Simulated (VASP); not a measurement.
A run of VASP 6.6.1 is set up as follows.

File INCAR:

```
PREC     = Accurate       # precision mode
ENCUT    = 500            # plane-wave cutoff, eV
EDIFF    = 1E-6           # SCF threshold, eV
ISMEAR   = 0              # smearing method
SIGMA    = 0.15           # smearing width, eV
LREAL    = F              # projectors in reciprocal space
LASPH    = T              # aspherical terms in the spheres
NELM     = 120            # most SCF steps
ALGO     = Normal         # electronic algorithm
ISIF     = 2              # what is computed and relaxed
LWAVE    = F              # write WAVECAR
LCHARG   = F              # write CHGCAR
GGA      = PE             # functional
NBANDS   = 19             # bands
GGA_COMPAT= F
```

The input KPOINTS:

```
regular mesh
0
Gamma
  3 3 3
```

The input POSCAR:

```
MoH6
1.0
    0.0000000000      2.6372295365      2.6372295365
    2.6372295365      0.0000000000      2.6372295365
    2.6372295365      2.6372295365      0.0000000000
H Mo
6 1
Direct
    0.7498732767      0.2501267233      0.2501267233
    0.2501267233      0.7498732767      0.7498732767
    0.2501267233      0.7498732767      0.2501267233
    0.7498732767      0.2501267233      0.7498732767
    0.2501267233      0.2501267233      0.7498732767
    0.7498732767      0.7498732767      0.2501267233
    0.2500000000      0.2500000000      0.2500000000
```

Potentials or basis: VASP PAW PBE potentials, release 64 (H, Mo_sv).

Run with:

```console
$ cat potpaw_PBE.64/H/POTCAR potpaw_PBE.64/Mo_sv/POTCAR > POTCAR
$ mpirun -np 1 vasp_std > vasp.out
```

(1) Estimate the band gap on the k mesh.

(2) What does it give for the pressure?

Answers

(1) 2.18 eV, indirect (least direct gap 3.01 eV).

(2) -0.9 GPa.

Caveat: the k points lie up to 0.69 Å⁻¹ apart.
